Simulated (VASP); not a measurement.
Input of a VASP 6.6.1 run:

INCAR

```
PREC     = Accurate       # precision mode
ENCUT    = 600            # plane-wave cutoff, eV
EDIFF    = 1E-6           # SCF threshold, eV
ISMEAR   = -1             # smearing method
SIGMA    = 0.05           # smearing width, eV
LREAL    = False          # projectors in reciprocal space
LASPH    = True           # aspherical terms in the spheres
NELM     = 100            # most SCF steps
ALGO     = Normal         # electronic algorithm
ISIF     = 3              # what is computed and relaxed
LWAVE    = False          # write WAVECAR
LCHARG   = False          # write CHGCAR
GGA      = PE             # functional
IBRION   = 2              # ionic algorithm
NSW      = 60             # ionic steps
EDIFFG   = -0.01          # ionic threshold
```

Contents of KPOINTS:

```
regular mesh
0
Gamma
  11 11 3
```

POSCAR

```
Al2O3
1.0
    2.8843249483      0.0000000000      0.0000000000
   -1.4421624742      2.4978986780      0.0000000000
    0.0000000000      0.0000000000      9.3367544600
Al O
2 3
Direct
    0.0000000000      0.0000000000      0.8500076700
    0.0000000000      0.0000000000      0.1499923300
    0.3333333333      0.6666666667      0.7776830800
    0.6666666667      0.3333333333      0.0000000000
    0.3333333333      0.6666666667      0.2223169200
```

Potentials or basis: VASP PAW PBE potentials, release 64 (Al, O).

Launch:

```console
$ cat potpaw_PBE.64/Al/POTCAR potpaw_PBE.64/O/POTCAR > POTCAR
$ mpirun -np 1 vasp_std > vasp.out
```

Task: Predict the space group after relaxing (to 0.05 Å).

Result: P-6m2 (No. 187).

Task: Predict the band gap on the k mesh.

Result: 4.61 eV, indirect (least direct gap 4.79 eV).

Final structure:
```
CELL_PARAMETERS angstrom
2.88305 0.00000 0.00000
-1.44152 2.49679 0.00000
0.00000 0.00000 7.91479
ATOMIC_POSITIONS crystal
Al 0.00000 0.00000 0.82312
Al 0.00000 0.00000 0.17688
O 0.33333 0.66667 0.73763
O 0.66667 0.33333 0.00000
O 0.33333 0.66667 0.26237
```

 A k mesh can miss the band edges.
